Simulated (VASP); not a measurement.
## Co: single point with PBEsol

The system is Co.

```
Co
1.0
     2.50384    0.00000    0.00000
    -1.25192    2.16839    0.00000
     0.00000    0.00000    4.09020
Co
2
Cartesian
  0.0000 1.4456 3.0273
  1.2519 0.7228 1.0629
```

```json
{
  "Program": "VASP 6.6.1",
  "Task": "single point",
  "Functional": "PBEsol",
  "Potentials or basis": "VASP PAW PBE potentials, release 64 (Co)",
  "Cutoff": "520 eV",
  "k mesh": "12 × 12 × 7",
  "Occupations": "fermi-dirac, width 0.05 eV",
  "Spin": "collinear spin, ferromagnetic start",
  "Starting moments": "[2.0, 2.0] μB",
  "Dipole correction": "no",
  "Further INCAR settings": "ALGO = Normal; EDIFF = 1e-06; NBANDS = 20"
}
```

```json
{"Pressure": "-13.6 GPa", "Largest force": "0.368 eV/Å", "Net moment": "3.28 μB per cell", "Site moments": "Co +1.66 μB", "Valence electrons inside the program's atomic spheres": "Co 8.23"}
```

Forces in eV/Å, atoms in the order of the input:
```
Co   0.000  0.000  0.368
Co   0.000  0.000 -0.368
```

Stress tensor (GPa, compression positive):
```
-12.65   0.00   0.00
  0.00 -12.65   0.00
  0.00   0.00 -15.36
```

Levels at points of the mesh, in eV from the Fermi level:
Spin up:
| k point | band 9 | band 10 | band 11 | band 12 | band 13 | band 14 |
| --- | --- | --- | --- | --- | --- | --- |
| (0.00, 0.00, 0.00) | -1.90 | -0.86 | -0.86 | -0.22 | 5.92 | 21.82 |
| (0.50, 0.00, 0.00) | -0.70 | -0.55 | 1.22 | 3.19 | 9.23 | 10.16 |
Spin down:
| k point | band 3 | band 4 | band 5 | band 6 | band 7 | band 8 | band 9 | band 10 | band 11 | band 12 |
| --- | --- | --- | --- | --- | --- | --- | --- | --- | --- | --- |
| (0.00, 0.00, 0.00) | -1.04 | -0.93 | -0.93 | -0.63 | -0.63 | -0.19 | -0.09 | -0.09 | 1.03 | 1.03 |
| (0.50, 0.00, 0.00) | -3.15 | -1.76 | -1.06 | -1.02 | -0.62 | 1.17 | 1.26 | 1.33 | 2.48 | 4.19 |

Run time: 98 s on 1 thread of AMD EPYC 9R45 (Zen 5) (shared host), peak memory 0.15 GiB.

Caveat: the PAW data sets were made with another functional, which shifts forces and pressure a little.
